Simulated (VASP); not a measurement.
Crystal: InP.

```
In P
1.0
     0.00000    2.93050    2.93050
     2.93050    0.00000    2.93050
     2.93050    2.93050    0.00000
In P
1 1
Direct
  0.00000 0.00000 0.00000
  0.75000 0.75000 0.75000
```

Base run:

```yaml
Program: VASP 6.6.1
Functional: PBE
Potentials_or_basis: VASP PAW PBE potentials, release 64 (In_d, P)
Cutoff: 500 eV
k_mesh: 8 × 8 × 8
Occupations: gaussian, width 0.05 eV
Spin: no spin polarisation
```

Its results: band gap on the k mesh 0.71 eV; pressure 3.3 GPa.

Question: After a change of settings the same cell gave: band gap on the k mesh 0.51 eV; pressure -1.2 GPa. Which change was it?
A. functional from PBE to revPBE; cutoff from 500 eV to 520 eV; dispersion from none to D4
B. functional from PBE to LDA; potentials or basis from VASP PAW PBE potentials, release 64 (In_d, P) to VASP PAW LDA potentials, release 64 (In_d, P); cutoff from 500 eV to 520 eV
C. occupations from gaussian, width 0.05 eV to fermi-dirac, width 0.1 eV

Answer: B.

Caveats: spin-orbit coupling is left out, which moves the levels of the heavy elements; the cell stands under pressure (at least some runs).
